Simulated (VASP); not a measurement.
# Ir (Fm-3m) in VASP: density of states with PBE

Aim: the density of states of Ir with PBE.

Program: VASP 6.6.1. These are calculated values, not measurements. Logs are shortened: lines on timing, memory, paths and dates and some standing lists are left out, and cuts for length are marked.

### Step 1. The cell of the first run

It takes space group Fm-3m (No. 225, cubic). Conventional cell: a = 3.831 Å, b = 3.831 Å, c = 3.831 Å, α = 90.00°, β = 90.00°, γ = 90.00°. Within 3.6 Å of Ir (site symmetry m-3m) lie 12 Ir at 2.71 Å.

### Step 2. Density of states, PBE

File POSCAR:

```
Ir
1.0
    0.0000000000      1.9156000000      1.9156000000
    1.9156000000      0.0000000000      1.9156000000
    1.9156000000      1.9156000000      0.0000000000
Ir
1
Direct
    0.0000000000      0.0000000000      0.0000000000
```

File INCAR.step1:

```
SYSTEM = Ir
PREC = Accurate
ENCUT = 400
EDIFF = 1E-6
ISMEAR = -1
SIGMA = 0.1
LREAL = .False.
LASPH = .True.
NELM = 120
ALGO = Normal
ISIF = 2
LWAVE = .False.
LCHARG = .True.
LMAXMIX = 4
GGA = PE
NBANDS = 10
GGA_COMPAT = .False.
NEDOS = 2001
LORBIT = 11
```

File KPOINTS.step1:

```
Automatic mesh
0
Gamma
  12 12 12
  0 0 0
```

File INCAR.step2:

```
SYSTEM = Ir
PREC = Accurate
ENCUT = 400
EDIFF = 1E-6
ISMEAR = -5
SIGMA = 0.1
LREAL = .False.
LASPH = .True.
NELM = 120
ALGO = Normal
ISIF = 2
LWAVE = .False.
LCHARG = .False.
LMAXMIX = 4
GGA = PE
LORBIT = 10
NEDOS = 1001
ICHARG = 11
GGA_COMPAT = .False.
```

File KPOINTS.step2:

```
Automatic mesh
0
Gamma
  18 18 18
  0 0 0
```

Potentials or basis: VASP PAW PBE potentials, release 64 (Ir).

Launch:

```sh
> cat potpaw_PBE.64/Ir/POTCAR > POTCAR
> cp INCAR.step1 INCAR
> cp KPOINTS.step1 KPOINTS
> mpirun -np 1 vasp_std > vasp.out
> cp INCAR.step2 INCAR
> cp KPOINTS.step2 KPOINTS
> mpirun -np 1 vasp_std > vasp.out
```

OUTCAR:

```text
SYSTEM = Ir
   PREC = Accurate
   ENCUT = 400
   EDIFF = 1E-6
   ISMEAR = -5
   LREAL = .False.
   LASPH = .True.
   NELM = 120
   ISIF = 2
   GGA = PE
   LORBIT = 10
   ICHARG = 11

 ion  position               nearest neighbor table
   1  0.000  0.000  0.000-

  LATTYP: Found a face centered cubic cell.
 ALAT       =     3.8312000000

  Lattice vectors:

 A1 = (   0.0000000000,   1.9156000000,   1.9156000000)
 A2 = (   1.9156000000,   0.0000000000,   1.9156000000)
 A3 = (   1.9156000000,   1.9156000000,   0.0000000000)

Analysis of symmetry for initial positions (statically):
=====================================================================
 Subroutine PRICEL returns:
 Original cell was already a primitive cell.

 Routine SETGRP: Setting up the symmetry group for a
 face centered cubic supercell.

 Subroutine GETGRP returns: Found 48 space group operations
 (whereof 48 operations were pure point group operations)
 out of a pool of 48 trial point group operations.

The static configuration has the point symmetry O_h .

Analysis of symmetry for dynamics (positions and initial velocities):
=====================================================================
 Subroutine PRICEL returns:
 Original cell was already a primitive cell.

 Routine SETGRP: Setting up the symmetry group for a
 face centered cubic supercell.

 Subroutine GETGRP returns: Found 48 space group operations
 (whereof 48 operations were pure point group operations)
 out of a pool of 48 trial point group operations.

The dynamic configuration has the point symmetry O_h .

 Subroutine INISYM returns: Found 48 space group operations
 (whereof 48 operations are pure point group operations),
 and found     1 'primitive' translations

----------------------------------------------------------------------------------------

                                     Primitive cell

  volume of cell :      14.0587

  direct lattice vectors                    reciprocal lattice vectors
     0.000000000  1.915600000  1.915600000    -0.261014826  0.261014826  0.261014826
     1.915600000  0.000000000  1.915600000     0.261014826 -0.261014826  0.261014826
     1.915600000  1.915600000  0.000000000     0.261014826  0.261014826 -0.261014826

  length of vectors
     2.709067500  2.709067500  2.709067500     0.452090940  0.452090940  0.452090940

  position of ions in fractional coordinates (direct lattice)
     0.000000000  0.000000000  0.000000000

  ion indices of the primitive-cell ions
   primitive index   ion index
                 1           1

----------------------------------------------------------------------------------------

 KPOINTS: Automatic mesh

Automatic generation of k-mesh.
 Grid dimensions read from file:
 generate k-points for:   18   18   18

 Generating k-lattice:

  Cartesian coordinates                     Fractional coordinates (reciprocal lattice)
    -0.014500824  0.014500824  0.014500824     0.055555556  0.000000000  0.000000000
     0.014500824 -0.014500824  0.014500824     0.000000000  0.055555556  0.000000000
     0.014500824  0.014500824 -0.014500824     0.000000000  0.000000000  0.055555556

  Length of vectors
     0.025116163  0.025116163  0.025116163

  Shift w.r.t. Gamma in fractional coordinates (k-lattice)
     0.000000000  0.000000000  0.000000000

 TETIRR: Found    806 inequivalent tetrahedra from    34992

 Subroutine IBZKPT returns following result:
 ===========================================

 Found    195 irreducible k-points:

 Following reciprocal coordinates:
            Coordinates               Weight
  0.000000  0.000000  0.000000      1.000000
  0.055556  0.000000  0.000000      8.000000
  0.111111  0.000000  0.000000      8.000000
  0.166667  0.000000  0.000000      8.000000
  0.222222  0.000000  0.000000      8.000000
  0.277778  0.000000  0.000000      8.000000
[... 16 lines left out ...]
 -0.277778  0.055556  0.000000     24.000000
 -0.222222  0.055556  0.000000     24.000000
 [... further k-points ...]
   k-points           NKPTS =    195   k-points in BZ     NKDIM =    195   number of bands    NBANDS=      8
   number of dos      NEDOS =   1001   number of ions     NIONS =      1
   total plane-waves  NPLWV =   5832
   dimension x,y,z NGX =    18 NGY =   18 NGZ =   18
   dimension x,y,z NGXF=    36 NGYF=   36 NGZF=   36
   ions per type =               1
   NGX,Y,Z   is equivalent  to a cutoff of  11.05, 11.05, 11.05 a.u.
   NGXF,Y,Z  is equivalent  to a cutoff of  22.09, 22.09, 22.09 a.u.
 SYSTEM =  Ir
   PREC   = accura    normal or accurate (medium, high low for compatibility)
   ISTART =      0    job   : 0-new  1-cont  2-samecut
   ICHARG =     11    charge: 1-file 2-atom 10-const
   ISPIN  =      1    spin polarized calculation?
   LNONCOLLINEAR =      F non collinear calculations
   LSORBIT =      F    spin-orbit coupling
   LASPH  =      T    aspherical Exc in radial PAW
   ENCUT  =  400.0 eV  29.40 Ry    5.42 a.u.   4.42  4.42  4.42*2*pi/ulx,y,z
   NELM   =    120;   NELMIN=  2; NELMDL=  0     # of ELM steps
   EDIFF  = 0.1E-05   stopping-criterion for ELM
   LREAL  =      F    real-space projection
   EDIFFG = 0.1E-04   stopping-criterion for IOM
   NSW    =      0    number of steps for IOM
   IBRION =     -1    ionic relax: 0-MD 1-quasi-New 2-CG
   NFREE  =      0    steps in history (QN), initial steepest desc. (CG)
   ISIF   =      2    stress and relaxation
   ISYM   =      2    0-nonsym 1-usesym 2-fastsym
   POTIM  = 0.5000    time-step for ionic-motion
   TEBEG  =    0.0;   TEEND  =   0.0 temperature during run
   PSTRESS=    0.0 pullay stress
   NELECT =       9.0000    total number of electrons
   NUPDOWN=      -1.0000    fix difference up-down
   EMIN   =  10.00;   EMAX   =-10.00  energy-range for DOS
   EFERMI =   0.00;   METHOD = LEGACY
   ISMEAR =    -5;   SIGMA  =   0.10  broadening in eV -4-tet -1-fermi 0-gaus
   EFERMI_NEDOS =   21; number of points for ismear=-14 and -15
   IALGO  =     38    algorithm
   IMIX   =      4    mixing-type and parameters
     AMIX     =   0.40;   BMIX     =  1.00
     AMIX_MAG =   1.60;   BMIX_MAG =  1.00
  volume/ion in A,a.u.               =      14.06        94.87
  Fermi-wavevector in a.u.,A,eV,Ry     =   1.410937  2.666284 27.085691  1.990742
  Thomas-Fermi vector in A             =   2.532839
   LORBIT       =     10    0 simple, 1 ext, 2 COOP (PROOUT), +10 PAW based schemes
   GGA     = PE    functional components
   LHFCALC =     F    Hartree Fock is set to
   AEXX    =    0.0000 exact exchange contribution
   IVDW    =     0    specifies the selected vdW correction
   LEPSILON=     F    determine dielectric tensor
   LRPA    =     F    only Hartree local field effects (RPA)
 non-spin polarized calculation
 Fermi weights with tetrahedron method with Bloechl corrections
  energy-cutoff  :      400.00
  volume of cell :       14.06
 maximum number of plane-waves:       269
 NGX is ok and might be reduce to    18

 number of electron       8.9999999 magnetization

 Free energy of the ion-electron system (eV)
  ---------------------------------------------------
  ext. energy  EPLUGINS =         0.00000000
  ---------------------------------------------------
  free energy    TOTEN  =        -8.83249660 eV

  energy without entropy =       -8.83249660  energy(sigma->0) =       -8.83249660

 E-fermi :  10.5082     XC(G=0): -14.0267

 val. band max:       10.5199259246   @ k =   0.5000   0.3889   0.0556
 cond. band min:      10.4456616298   @ k =   0.3333   0.0556   0.0000
 fundamental gap:     -0.0742642948
 Fermi energy:        10.5082228446

 k-point     1 :       0.0000    0.0000    0.0000
  band No.  band energies     occupation
      1      -0.6713      2.00000
      2       6.5919      2.00000
      3       6.5919      2.00000
      4       6.5919      2.00000
      5       9.3051      2.00000
      6       9.3051      2.00000
      7      24.8315      0.00000
      8      30.4509      0.00000

 k-point     2 :       0.0556    0.0000    0.0000
  band No.  band energies     occupation
      1      -0.5328      2.00000
      2       6.5171      2.00000
      3       6.6525      2.00000
      4       6.6525      2.00000
      5       9.2655      2.00000
      6       9.2655      2.00000
      7      25.0725      0.00000
      8      29.7030      0.00000

 k-point     3 :       0.1111    0.0000    0.0000
  band No.  band energies     occupation
      1      -0.1316      2.00000
      2       6.3253      2.00000
      3       6.8112      2.00000
      4       6.8112      2.00000
      5       9.1790      2.00000
      6       9.1790      2.00000
      7      25.7343      0.00000
      8      28.2432      0.00000

 k-point     4 :       0.1667    0.0000    0.0000
  band No.  band energies     occupation
      1       0.4829      2.00000
      2       6.1086      2.00000
      3       6.9891      2.00000
      4       6.9891      2.00000
      5       9.1460      2.00000
      6       9.1460      2.00000
      7      26.4298      0.00000
      8      26.8828      0.00000

 k-point     5 :       0.2222    0.0000    0.0000
  band No.  band energies     occupation
      1       1.2036      2.00000
      2       6.0157      2.00000
      3       7.0624      2.00000
      4       7.0624      2.00000
      5       9.3094      2.00000
      6       9.3094      2.00000
      7      25.0958      0.00000
      8      27.3324      0.00000

 k-point     6 :       0.2778    0.0000    0.0000
  band No.  band energies     occupation
      1       1.8430      2.00000
      2       6.2536      2.00000
      3       6.9790      2.00000
      4       6.9790      2.00000
      5       9.7227      2.00000
      6       9.7227      2.00000
      7      23.5398      0.00000
      8      27.0441      0.00000

 k-point     7 :       0.3333    0.0000    0.0000
  band No.  band energies     occupation
      1       2.2189      2.00000
      2       6.8107      2.00000
      3       6.8107      2.00000
      4       6.9838      2.00000
      5      10.2855      1.94600
      6      10.2855      1.33702
      7      21.8446      0.00000
      8      26.0434      0.00000
[... 133 lines left out ...]
 k-point    20 :      -0.4444    0.0556    0.0000
  band No.  band energies     occupation
      1       2.4700      2.00000
      2       6.4020      2.00000
      3       6.5905      2.00000
      4       9.0171      2.00000
      5      11.2240      0.00000
      6      12.0174      0.00000
      7      18.1082      0.00000
      8      24.6859      0.00000

 k-point    21 :      -0.3889    0.0556    0.0000
  band No.  band energies     occupation
      1       2.4743      2.00000
      2       6.5148      2.00000
      3       6.6724      2.00000
      4       8.1802      2.00000
      5      10.7539      0.06113
      6      11.6168      0.00000
      7      19.4840      0.00000
      8      25.0958      0.00000

 k-point    22 :      -0.3333    0.0556    0.0000
  band No.  band energies     occupation
      1       2.4055      2.00000
      2       6.6830      2.00000
      3       6.8240      2.00000
      4       7.1194      2.00000
      5      10.1347      2.01802
      6      11.0474     -0.12840
      7      21.2986      0.00000
      8      25.8689      0.00000

 k-point    23 :      -0.2778    0.0556    0.0000
  band No.  band energies     occupation
      1       2.1252      2.00000
      2       6.2728      2.00000
      3       6.9006      2.00000
      4       7.0086      2.00000
      5       9.5035      2.00000
      6      10.4297      1.22118
      7      23.0942      0.00000
      8      26.8824      0.00000

 k-point    24 :      -0.2222    0.0556    0.0000
  band No.  band energies     occupation
      1       1.5547      2.00000
      2       5.9214      2.00000
      3       7.0508      2.00000
      4       7.1437      2.00000
      5       9.0127      2.00000
      6       9.8824      2.12544
      7      24.7098      0.00000
      8      27.5110      0.00000

 [... further k-points ...]
[... 5 lines left out ...]
  --------------------------------------------------------------------------------------
  -------------------------------------------------------------------------------------
  Total        1.0798031      1.0798031      1.0798031      0.0000000      0.0000000      0.0000000
  in kB      123.0582297    123.0582297    123.0582297      0.0000000      0.0000000      0.0000000
  external PRESSURE =     123.0582297 kB  Pullay stress =       0.0000000 kB

 VOLUME and BASIS-vectors are now :
 -----------------------------------------------------------------------------
  energy-cutoff  :      400.00
  volume of cell :       14.06
      direct lattice vectors                 reciprocal lattice vectors
     0.000000000  1.915600000  1.915600000    -0.261014826  0.261014826  0.261014826
     1.915600000  0.000000000  1.915600000     0.261014826 -0.261014826  0.261014826
     1.915600000  1.915600000  0.000000000     0.261014826  0.261014826 -0.261014826

 POSITION                                       TOTAL-FORCE (eV/Angst)
 -----------------------------------------------------------------------------------
      0.00000      0.00000      0.00000        -0.000000      0.000000      0.000000
 -----------------------------------------------------------------------------------
    total drift:                                0.000000      0.000000      0.000000

  FREE ENERGIE OF THE ION-ELECTRON SYSTEM (eV)
  ---------------------------------------------------
  free  energy   TOTEN  =        -8.8324965977 eV

  energy  without entropy=       -8.8324965977  energy(sigma->0) =       -8.83249660

 total charge

# of ion       s       p       d       tot
------------------------------------------
    1        0.678   0.751   6.988   8.418
```

Wall time 21 s (1 thread of AMD EPYC 9R14 (Zen 4), shared host); peak memory 0.1 GiB.

Results:

```
Valence electrons inside the program's atomic spheres : Ir 8.42
```

Caveat: spin-orbit coupling is left out, which moves the levels of the heavy elements; tetrahedron occupations give inexact forces and stress in metals.
